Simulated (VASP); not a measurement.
A run of VASP 6.6.1 is set up as follows.

The input INCAR:

```
SYSTEM = Ag
PREC     = Accurate       ! precision mode
ENCUT    = 520            ! plane-wave cutoff, eV
EDIFF    = 1E-7           ! SCF threshold, eV
ISMEAR   = 0              ! smearing method
SIGMA    = 0.03           ! smearing width, eV
LREAL    = .FALSE.        ! projectors in reciprocal space
LASPH    = .TRUE.         ! aspherical terms in the spheres
NELM     = 100            ! most SCF steps
ALGO     = Normal         ! electronic algorithm
ISIF     = 2              ! what is computed and relaxed
LWAVE    = .FALSE.        ! write WAVECAR
LCHARG   = .FALSE.        ! write CHGCAR
GGA      = CA             ! functional
NBANDS   = 12             ! bands
```

The input KPOINTS:

```
regular mesh
0
G
  13 13 13
  0 0 0
```

POSCAR

```
Ag
1.0
    0.0000000000      1.9996579419      1.9996579419
    1.9996579419      0.0000000000      1.9996579419
    1.9996579419      1.9996579419      0.0000000000
Ag
1
Direct
    0.0000000000      0.0000000000      0.0000000000
```

Potentials or basis: VASP PAW LDA potentials, release 64 (Ag).

Launch:

```bash
$ cat potpaw_LDA.64/Ag/POTCAR > POTCAR
$ mpirun -np 1 vasp_std > vasp.out
```

Problem. Predict the pressure.

Solution. 0.1 GPa.
